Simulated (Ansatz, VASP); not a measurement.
**SnO2: VASP beside Ansatz**

```
Sn O
1.0
     0.00000    2.57415    2.57415
     2.57415    0.00000    2.57415
     2.57415    2.57415    0.00000
Sn O
1 2
Direct
  0.00000 0.00000 0.00000
  0.75000 0.75000 0.75000
  0.25000 0.25000 0.25000
```

Alike in both runs: task relaxation of cell and atoms; functional RPBE; dispersion D3(BJ); k mesh 9 × 9 × 9; occupations fermi-dirac, width 0.05 eV; no spin polarisation.

|  | VASP | Ansatz |
| --- | --- | --- |
| version | VASP 6.6.1 | Ansatz 0.2.0 |
| potentials or method | VASP PAW PBE potentials, release 64 (Sn_d, O) | Ansatz PAW |
| plane-wave cutoff (eV) | 600 | 420 |
| valence electrons in the cell | 26 | 26 |

|  | VASP | Ansatz | Ansatz less VASP |
| --- | --- | --- | --- |
| gap on the k mesh at the Fermi level, each at its own relaxed structure (eV) | 0.71 | 0.74 | +0.031 |
| relaxed volume (Å³/atom) | 10.56 | 10.54 | -0.022 |
| relaxed cell length with the largest relative difference (Å) | 3.552 | 3.549 | -0.0025 |

VASP's potentials were made for PBE, not for RPBE.

Noted on Ansatz's run: odd divisions of the mesh miss points on the zone boundary, where band edges often lie, so the gap on the mesh can be too wide; the plane-wave basis is chosen anew once the cell has moved, so the energies of steps on either side of that aren't comparable.
